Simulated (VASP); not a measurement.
Wanted: the native input for a VASP 6.6.1 run.

| Item | Value |
| --- | --- |
| Task | relaxation of cell and atoms |
| Functional | r2SCAN |
| Dispersion | rVV10 |
| Potentials or basis | VASP PAW PBE potentials, release 64 (Zn, O) |
| Cutoff | 600 eV |
| k mesh | 9 × 9 × 6 |
| Occupations | gaussian, width 0.02 eV |
| Spin | no spin polarisation |
| Dipole correction | no |
| Further INCAR settings | ALGO = Normal; EDIFF = 1e-06; IBRION = 2; EDIFFG = -0.002; NSW = 100; ISIF = 3 |

Crystal: ZnO.

```
Zn O
1.0
     3.24940    0.00000    0.00000
    -1.62470    2.81406    0.00000
     0.00000    0.00000    5.20380
Zn O
2 2
Direct
  0.33333 0.66667 0.00000
  0.66667 0.33333 0.50000
  0.33333 0.66667 0.38300
  0.66667 0.33333 0.88300
```

One way to write it, as run:

POSCAR

```
ZnO
1.0
    3.2494000000      0.0000000000      0.0000000000
   -1.6247000000      2.8140629500      0.0000000000
    0.0000000000      0.0000000000      5.2038000000
Zn O
2 2
Direct
    0.3333333300      0.6666666700      0.0000000000
    0.6666666700      0.3333333300      0.5000000000
    0.3333333300      0.6666666700      0.3830000000
    0.6666666700      0.3333333300      0.8830000000
```

INCAR.step1

```
SYSTEM = ZnO
PREC = Accurate
ENCUT = 600
ISMEAR = 0
SIGMA = 0.02
LREAL = .False.
LASPH = .True.
NELM = 100
GGA = PE
ALGO = Normal
EDIFF = 1E-4
LWAVE = .True.
LCHARG = .False.
```

INCAR.step2

```
SYSTEM = ZnO
PREC = Accurate
ENCUT = 600
EDIFF = 1E-6
ISMEAR = 0
SIGMA = 0.02
LREAL = .False.
LASPH = .True.
NELM = 100
ALGO = Normal
ISIF = 3
LWAVE = .False.
LCHARG = .False.
METAGGA = R2SCAN
LMIXTAU = .True.
LUSE_VDW = .True.
IVDW_NL = 2
BPARAM = 11.95
CPARAM = 0.0093
IBRION = 2
NSW = 100
EDIFFG = -0.002
ISTART = 1
```

KPOINTS

```
Automatic mesh
0
Gamma
  9 9 6
  0 0 0
```

Potentials or basis: VASP PAW PBE potentials, release 64 (Zn, O).

Launch:

```bash
$ cat potpaw_PBE.64/Zn/POTCAR potpaw_PBE.64/O/POTCAR > POTCAR
$ cp INCAR.step1 INCAR
$ mpirun -np 1 vasp_std > vasp.out
$ cp INCAR.step2 INCAR
$ mpirun -np 1 vasp_std > vasp.out
```

Results of the run:

```yaml
Relaxed_volume: 11.77 Å³/atom
Relaxed_cell: a = 3.228 Å, b = 3.228 Å, c = 5.216 Å, α = 90.00°, β = 90.00°, γ = 120.00°
Space_group_after_relaxing_to_0.1_Å: P6_3mc (No. 186)
Energy_gained_by_relaxing: 1.1 meV/atom
Ionic_steps: 16
Pressure_after_relaxing: 0.0 GPa
Band_gap_on_the_k_mesh: 1.18 eV
```

Caveat: the PAW data sets were made with another functional, which shifts forces and pressure a little.

It took 25 min on 1 thread of AMD EPYC 9R45 96-Core Processor (Zen 5) (shared host), peak memory 0.32 GiB.
